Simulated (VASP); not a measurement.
# CaO (P1) in VASP: single point with PBE

Aim: the single point of CaO with PBE.

All numbers are computed with VASP 6.6.1; they aren't measurements. Logs are shortened: lines on timing, memory, paths and dates and some standing lists are left out, and cuts for length are marked.

### 1 The cell of the first run

The typed cell holds 8 atoms: a = 6.834 Å, b = 6.833 Å, c = 3.415 Å, α = 60.01°, β = 60.00°, γ = 59.96°.

### 2 Single point, PBE

File INCAR:

```
PREC     = Accurate       # precision mode
ENCUT    = 520            # plane-wave cutoff, eV
EDIFF    = 1E-6           # SCF threshold, eV
ISMEAR   = 0              # smearing method
SIGMA    = 0.05           # smearing width, eV
LREAL    = False          # projectors in reciprocal space
LASPH    = True           # aspherical terms in the spheres
NELM     = 60             # most SCF steps
ALGO     = Normal         # electronic algorithm
ISIF     = 2              # what is computed and relaxed
LWAVE    = False          # write WAVECAR
LCHARG   = False          # write CHGCAR
GGA      = PE             # functional
NBANDS   = 42             # bands
```

File KPOINTS:

```
regular mesh
0
Gamma
  6 6 6
```

File POSCAR:

```
CaO
1.0
    0.0006325342      4.8302557077      4.8339077191
    4.8291147083      0.0003223011      4.8342179522
    2.4141247560      2.4148503723      0.0005937487
Ca O
4 4
Direct
    0.2500017406      0.2328310595      0.5258762189
    0.2500743413      0.7328194477      0.5261327373
    0.7498176440      0.2329778923      0.5266158039
    0.7502312598      0.7330144648      0.5249856832
    0.0001172129     -0.0177188848      0.0273820619
    0.0006506912      0.4823165590      0.0258993600
    0.5003326967     -0.0174522031      0.0261494781
    0.5004158873      0.4824175871      0.0264336208
```

Potentials or basis: VASP PAW PBE potentials, release 64 (Ca_sv, O).

Run with:

```console
cat potpaw_PBE.64/Ca_sv/POTCAR potpaw_PBE.64/O/POTCAR > POTCAR
mpirun -np 1 vasp_std > vasp.out
```

OUTCAR:

```text
PREC = Accurate
   ENCUT = 520
   EDIFF = 1E-6
   ISMEAR = 0
   LREAL = False
   LASPH = True
   NELM = 60
   ISIF = 2
   GGA = PE

 ion  position               nearest neighbor table
   1  0.250  0.233  0.526-   6 2.41   6 2.41   7 2.41   8 2.42   7 2.42   5 2.42
   2  0.250  0.733  0.526-   5 2.41   5 2.41   8 2.42   6 2.42   7 2.42   8 2.42
   3  0.750  0.233  0.527-   8 2.41   8 2.41   5 2.42   7 2.42   6 2.42   5 2.42
   4  0.750  0.733  0.525-   7 2.41   5 2.41   7 2.41   6 2.42   8 2.42   6 2.42
   5  0.000  0.982  0.027-   2 2.41   4 2.41   2 2.41   3 2.42   3 2.42   1 2.42
   6  0.001  0.482  0.026-   1 2.41   1 2.41   4 2.42   2 2.42   3 2.42   4 2.42
   7  0.500  0.983  0.026-   4 2.41   4 2.41   1 2.41   3 2.42   2 2.42   1 2.42
   8  0.500  0.482  0.026-   3 2.41   3 2.41   2 2.42   1 2.42   2 2.42   4 2.42

  Warning from LATTYP: Got some problem with cell dimensions!
  Tried to take original basis but could not verify dimensions!
  LATTYP: Found a triclinic cell.
 ALAT       =     5.9177742079
 B/A-ratio  =     1.0000855708
 C/A-ratio  =     0.5770076771
 COS(alpha) =     0.0001104965
 COS(beta)  =     0.0004573168
 COS(gamma) =     0.3341171177

  Lattice vectors:

 A1 = (  -2.4134922218,   2.4154053354,   4.8333139704)
 A2 = (   2.4149899523,  -2.4145280712,   4.8336242035)
 A3 = (   2.4141247560,   2.4148503723,   0.0005937487)

Analysis of symmetry for initial positions (statically):
=====================================================================
 Subroutine PRICEL returns:
 Original cell was already a primitive cell.

 Routine SETGRP: Setting up the symmetry group for a
 triclinic supercell.

 Subroutine GETGRP returns: Found  1 space group operations
 (whereof  1 operations were pure point group operations)
 out of a pool of  2 trial point group operations.

The static configuration has the point symmetry C_1 .

Analysis of symmetry for dynamics (positions and initial velocities):
=====================================================================
 Subroutine PRICEL returns:
 Original cell was already a primitive cell.

 Routine SETGRP: Setting up the symmetry group for a
 triclinic supercell.

 Subroutine GETGRP returns: Found  1 space group operations
 (whereof  1 operations were pure point group operations)
 out of a pool of  2 trial point group operations.

The dynamic configuration has the point symmetry C_1 .

 Subroutine INISYM returns: Found  1 space group operations
 (whereof  1 operations are pure point group operations),
 and found     1 'primitive' translations

----------------------------------------------------------------------------------------

                                     Primitive cell

  volume of cell :     112.7171

  direct lattice vectors                    reciprocal lattice vectors
     0.000632534  4.830255708  4.833907719    -0.103568256  0.103511700  0.103452023
     4.829114708  0.000322301  4.834217952     0.103536167 -0.103530490  0.103438724
     2.414124756  2.414850372  0.000593749     0.207146495  0.207070962 -0.206941626

  length of vectors
     6.833596011  6.833009014  3.414601150     0.179285740  0.179270382  0.358626394

  position of ions in fractional coordinates (direct lattice)
     0.250001741  0.232831060  0.525876219
     0.250074341  0.732819448  0.526132737
     0.749817644  0.232977892  0.526615804
     0.750231260  0.733014465  0.524985683
     0.000117213  0.982281115  0.027382062
     0.000650691  0.482316559  0.025899360
     0.500332697  0.982547797  0.026149478
     0.500415887  0.482417587  0.026433621

  ion indices of the primitive-cell ions
   primitive index   ion index
                 1           1
                 2           2
                 3           3
                 4           4
                 5           5
                 6           6
                 7           7
                 8           8

----------------------------------------------------------------------------------------

 KPOINTS: regular mesh

Automatic generation of k-mesh.
 Grid dimensions read from file:
 generate k-points for:    6    6    6

 Generating k-lattice:

  Cartesian coordinates                     Fractional coordinates (reciprocal lattice)
    -0.017261376  0.017251950  0.017242004     0.166666667 -0.000000000 -0.000000000
     0.017256028 -0.017255082  0.017239787     0.000000000  0.166666667  0.000000000
     0.034524416  0.034511827 -0.034490271     0.000000000  0.000000000  0.166666667

  Length of vectors
     0.029880957  0.029878397  0.059771066

  Shift w.r.t. Gamma in fractional coordinates (k-lattice)
     0.000000000  0.000000000  0.000000000

 Subroutine IBZKPT returns following result:
 ===========================================

 Found    112 irreducible k-points:

 Following reciprocal coordinates:
            Coordinates               Weight
  0.000000  0.000000  0.000000      1.000000
  0.166667 -0.000000 -0.000000      2.000000
  0.333333 -0.000000 -0.000000      2.000000
  0.500000 -0.000000 -0.000000      1.000000
 -0.000000  0.166667  0.000000      2.000000
  0.166667  0.166667 -0.000000      2.000000
[... 16 lines left out ...]
  0.333333  0.000000  0.166667      2.000000
  0.500000  0.000000  0.166667      2.000000
 [... further k-points ...]
   k-points           NKPTS =    112   k-points in BZ     NKDIM =    112   number of bands    NBANDS=     42
   number of dos      NEDOS =    301   number of ions     NIONS =      8
   total plane-waves  NPLWV =  81648
   dimension x,y,z NGX =    54 NGY =   54 NGZ =   28
   dimension x,y,z NGXF=   108 NGYF=  108 NGZF=   56
   ions per type =               4   4
   NGX,Y,Z   is equivalent  to a cutoff of  13.14, 13.14, 13.63 a.u.
   NGXF,Y,Z  is equivalent  to a cutoff of  26.27, 26.28, 27.26 a.u.
 SYSTEM =  unknown system
   PREC   = accura    normal or accurate (medium, high low for compatibility)
   ISTART =      0    job   : 0-new  1-cont  2-samecut
   ICHARG =      2    charge: 1-file 2-atom 10-const
   ISPIN  =      1    spin polarized calculation?
   LNONCOLLINEAR =      F non collinear calculations
   LSORBIT =      F    spin-orbit coupling
   LASPH  =      T    aspherical Exc in radial PAW
   ENCUT  =  520.0 eV  38.22 Ry    6.18 a.u.  12.71 12.70  6.35*2*pi/ulx,y,z
   NELM   =     60;   NELMIN=  2; NELMDL= -5     # of ELM steps
   EDIFF  = 0.1E-05   stopping-criterion for ELM
   LREAL  =      F    real-space projection
   EDIFFG = 0.1E-04   stopping-criterion for IOM
   NSW    =      0    number of steps for IOM
   IBRION =     -1    ionic relax: 0-MD 1-quasi-New 2-CG
   NFREE  =      0    steps in history (QN), initial steepest desc. (CG)
   ISIF   =      2    stress and relaxation
   ISYM   =      2    0-nonsym 1-usesym 2-fastsym
   POTIM  = 0.5000    time-step for ionic-motion
   TEBEG  =    0.0;   TEEND  =   0.0 temperature during run
   PSTRESS=    0.0 pullay stress
   NELECT =      64.0000    total number of electrons
   NUPDOWN=      -1.0000    fix difference up-down
   EMIN   =  10.00;   EMAX   =-10.00  energy-range for DOS
   EFERMI =   0.00;   METHOD = LEGACY
   ISMEAR =     0;   SIGMA  =   0.05  broadening in eV -4-tet -1-fermi 0-gaus
   EFERMI_NEDOS =   21; number of points for ismear=-14 and -15
   IALGO  =     38    algorithm
   IMIX   =      4    mixing-type and parameters
     AMIX     =   0.40;   BMIX     =  1.00
     AMIX_MAG =   1.60;   BMIX_MAG =  1.00
  volume/ion in A,a.u.               =      14.09        95.08
  Fermi-wavevector in a.u.,A,eV,Ry     =   1.355621  2.561752 25.003532  1.837708
  Thomas-Fermi vector in A             =   2.482693
   LORBIT       =      0    0 simple, 1 ext, 2 COOP (PROOUT), +10 PAW based schemes
   GGA     = PE    functional components
   LHFCALC =     F    Hartree Fock is set to
   AEXX    =    0.0000 exact exchange contribution
   IVDW    =     0    specifies the selected vdW correction
   LEPSILON=     F    determine dielectric tensor
   LRPA    =     F    only Hartree local field effects (RPA)
 non-spin polarized calculation
 Gauss-broadening in eV      SIGMA  =   0.05
  energy-cutoff  :      520.00
  volume of cell :      112.72
 maximum number of plane-waves:      3072
 NGX is ok and might be reduce to    54
   NGX = 25   NGY = 25   NGZ = 13

 number of electron      63.9999994 magnetization

 Free energy of the ion-electron system (eV)
  ---------------------------------------------------
  ext. energy  EPLUGINS =         0.00000000
  ---------------------------------------------------
  free energy    TOTEN  =       -51.22108729 eV

  energy without entropy =      -51.22108729  energy(sigma->0) =      -51.22108729

 E-fermi :   2.4819     XC(G=0): -10.4025

 val. band max:        2.2659299743   @ k =   0.0000   0.0000   0.0000
 cond. band min:       5.9032041570   @ k =   0.0000   0.0000   0.5000
 fundamental gap:      3.6372741827
 Fermi energy:         2.4819407202

 k-point     1 :       0.0000    0.0000    0.0000
  band No.  band energies     occupation
      1     -35.4333      2.00000
      2     -35.3371      2.00000
      3     -35.3370      2.00000
      4     -35.3087      2.00000
      5     -17.2575      2.00000
      6     -17.2575      2.00000
[... 34 lines left out ...]
     41       9.9354      0.00000
     42      10.1976      0.00000

 k-point     2 :       0.1667   -0.0000   -0.0000
  band No.  band energies     occupation
      1     -35.4269      2.00000
      2     -35.3436      2.00000
      3     -35.3352      2.00000
      4     -35.3106      2.00000
      5     -17.2171      2.00000
      6     -17.2012      2.00000
[... 34 lines left out ...]
     41      10.0966      0.00000
     42      10.1604      0.00000

 k-point     3 :       0.3333   -0.0000   -0.0000
  band No.  band energies     occupation
      1     -35.4094      2.00000
      2     -35.3613      2.00000
      3     -35.3300      2.00000
      4     -35.3158      2.00000
      5     -17.1043      2.00000
      6     -17.0403      2.00000
[... 897 lines left out ...]
      4     -35.3079      2.00000
      5     -17.0631      2.00000
      6     -17.0628      2.00000
[... 34 lines left out ...]
     41       9.5760      0.00000
     42       9.8628      0.00000

 k-point    24 :       0.5000    0.0000    0.1667
  band No.  band energies     occupation
      1     -35.3838      2.00000
      2     -35.3559      2.00000
      3     -35.3361      2.00000
      4     -35.3097      2.00000
      5     -16.9795      2.00000
      6     -16.9420      2.00000
[... 34 lines left out ...]
     41       9.6628      0.00000
     42       9.8275      0.00000

 [... further k-points ...]
[... 5 lines left out ...]
  --------------------------------------------------------------------------------------
  -------------------------------------------------------------------------------------
  Total        0.4527116      0.4214093      0.3406394      0.0031853     -0.0093074     -0.0161753
  in kB        6.4349091      5.9899740      4.8418980      0.0452757     -0.1322974     -0.2299188
  external PRESSURE =       5.7555937 kB  Pullay stress =       0.0000000 kB

 VOLUME and BASIS-vectors are now :
 -----------------------------------------------------------------------------
  energy-cutoff  :      520.00
  volume of cell :      112.72
      direct lattice vectors                 reciprocal lattice vectors
     0.000632534  4.830255708  4.833907719    -0.103568256  0.103511700  0.103452023
     4.829114708  0.000322301  4.834217952     0.103536167 -0.103530490  0.103438724
     2.414124756  2.414850372  0.000593749     0.207146495  0.207070962 -0.206941626

 POSITION                                       TOTAL-FORCE (eV/Angst)
 -----------------------------------------------------------------------------------
      2.39406      2.47756      2.33435         0.000366      0.009969     -0.002713
      4.80918      2.47869      4.75176        -0.005014      0.004615      0.000582
      2.39687      4.89358      4.75113        -0.013502      0.004948      0.003870
      4.80767      4.89181      7.17041         0.004599      0.015651     -0.011283
      4.80965      0.06701      4.74914        -0.003935     -0.012017      0.012348
      2.39169      0.06584      2.33478         0.011163     -0.010359     -0.003446
      4.80828      2.48020      7.16843         0.000850     -0.004254     -0.002202
      2.39378      2.48113      4.75109         0.005473     -0.008552      0.002843
 -----------------------------------------------------------------------------------
    total drift:                                0.000104     -0.000101      0.000139

  FREE ENERGIE OF THE ION-ELECTRON SYSTEM (eV)
  ---------------------------------------------------
  free  energy   TOTEN  =       -51.2210872912 eV

  energy  without entropy=      -51.2210872912  energy(sigma->0) =      -51.22108729
```

Wall time 12 min (1 thread of Intel Xeon Platinum 8259CL at 2.50GHz (Skylake/Cascade Lake), shared host); peak memory 0.53 GiB.

What came out:

| Item | Value |
| --- | --- |
| Free energy | -51.2211 eV |
| Pressure | 0.6 GPa |
| Largest force | 0.020 eV/Å |
| Band gap on the k mesh | 3.64 eV |

Forces on the atoms (eV/Å):
```
Ca   0.000  0.010 -0.003
Ca  -0.005  0.005  0.001
Ca  -0.014  0.005  0.004
Ca   0.005  0.016 -0.011
O   -0.004 -0.012  0.012
O    0.011 -0.010 -0.003
O    0.001 -0.004 -0.002
O    0.005 -0.009  0.003
```

Stress tensor (GPa, compression positive):
```
 0.64  0.00 -0.02
 0.00  0.60 -0.01
-0.02 -0.01  0.48
```

Levels at points of the mesh, in eV from the valence-band top:
```csv
k point,band 30,band 31,band 32,band 33,band 34,band 35
"(0.00, 0.00, 0.00)",0.00,0.00,0.00,3.64,4.59,6.18
"(0.50, 0.00, 0.00)",-0.65,-0.65,-0.64,5.32,5.32,6.21
"(0.00, 0.50, 0.00)",-0.65,-0.64,-0.64,5.32,5.32,6.21
"(0.50, 0.50, 0.00)",-0.30,-0.30,-0.30,4.69,4.69,6.44
"(0.00, 0.00, 0.50)",-0.38,-0.38,-0.38,3.64,3.64,6.98
"(0.50, 0.00, 0.50)",-0.79,-0.79,-0.79,5.31,5.31,5.32
"(0.00, 0.50, 0.50)",-0.79,-0.79,-0.79,5.31,5.31,5.32
"(0.50, 0.50, 0.50)",-1.05,-0.85,-0.84,6.26,6.26,6.26
```

A k mesh can miss the band edges.
